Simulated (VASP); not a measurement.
Set up this calculation in VASP 6.6.1, as the native input.

* Task: relaxation of cell and atoms
* Functional: revPBE
* Dispersion: D4
* Potentials or basis: VASP PAW PBE potentials, release 64 (Pd)
* Cutoff: 600 eV
* k mesh: 11 × 11 × 6
* Occupations: fermi-dirac, width 0.05 eV
* Spin: no spin polarisation
* Dipole correction: no
* Further INCAR settings: ALGO = Normal; EDIFF = 1e-06; IBRION = 2; EDIFFG = -0.01; NSW = 60; ISIF = 3

The structure of Pd lies in POSCAR:

```
Pd
1.0
    2.7836650458      0.0000000000      0.0000000000
   -1.3918325229      2.4107246453      0.0000000000
    0.0000000000      0.0000000000      4.6288930000
Pd
2
Direct
    0.3333333333      0.6666666667      0.2500000000
    0.6666666667      0.3333333333      0.7500000000
```

One way to write it, as run:

INCAR

```
SYSTEM = Pd
PREC = Accurate
ENCUT = 600
EDIFF = 1E-6
ISMEAR = -1
SIGMA = 0.05
LREAL = .False.
LASPH = .True.
NELM = 60
ALGO = Normal
ISIF = 3
LWAVE = .False.
LCHARG = .False.
GGA = RE
IVDW = 13
IBRION = 2
NSW = 60
EDIFFG = -0.01
```

KPOINTS

```
Automatic mesh
0
Gamma
  11 11 6
  0 0 0
```

Potentials or basis: VASP PAW PBE potentials, release 64 (Pd).

Launch:

```console
$ cat potpaw_PBE.64/Pd/POTCAR > POTCAR
$ mpirun -np 1 vasp_std > vasp.out
```

Results of the run:

```json
{
  "Relaxed volume": "14.94 Å³/atom",
  "Relaxed cell": "a = 2.747 Å, b = 2.747 Å, c = 4.573 Å, α = 90.00°, β = 90.00°, γ = 120.00°",
  "Space group after relaxing (to 0.05 Å)": "P6_3/mmc (No. 194)",
  "Energy gained by relaxing": "12.3 meV/atom",
  "Ionic steps": "6",
  "Pressure after relaxing": "-0.1 GPa",
  "Band gap on the k mesh": "zero (band 10 reaches 9.79 eV, above the bottom of band 11 at 8.95 eV)",
  "Dispersion energy per atom": "-0.816 eV"
}
```

Caveat: the PAW data sets were made with another functional, which shifts forces and pressure a little; pairwise dispersion overbinds metals, which lowers pressure and volume.

It took 72 s on 1 thread of Intel(R) Xeon(R) Platinum 8259CL CPU @ 2.50GHz (Skylake/Cascade Lake) (shared host), peak memory 0.19 GiB.
